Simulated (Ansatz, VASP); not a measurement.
# Ge in VASP and in Ansatz

```
Ge
1.0
     4.02269    0.00000    0.00000
    -2.01134    3.48375    0.00000
     0.00000    0.00000   18.86852
Ge
4
Direct
  0.33333 0.66667 0.27476
  0.66667 0.33333 0.23849
  0.77778 0.77778 0.54156
  0.44444 0.11111 0.50530
```

Alike in both runs: task single point; functional PBE; dispersion D3(BJ); k mesh 9 × 9 × 1; occupations gaussian, width 0.1 eV; no spin polarisation.

|  | VASP | Ansatz |
| --- | --- | --- |
| version | VASP 6.6.1 | Ansatz 0.2.0 |
| potentials or method | VASP PAW PBE potentials, release 64 (Ge_d), cutoff 520 eV | scalar-relativistic, plane waves, PAW |
| valence electrons in the cell | 56 | 56 |

|  | VASP | Ansatz | Ansatz less VASP |
| --- | --- | --- | --- |
| gap on the k mesh at the Fermi level (eV) | 0.15 | 0.15 | 0.000 |
| least direct gap on the mesh (eV) | 0.15 | 0.15 | 0.000 |
| rms of the force components (eV/Å) | 0.046 | 0.046 | +0.0002 |

Atom by atom the forces differ by 0.001 eV/Å (rms over components).
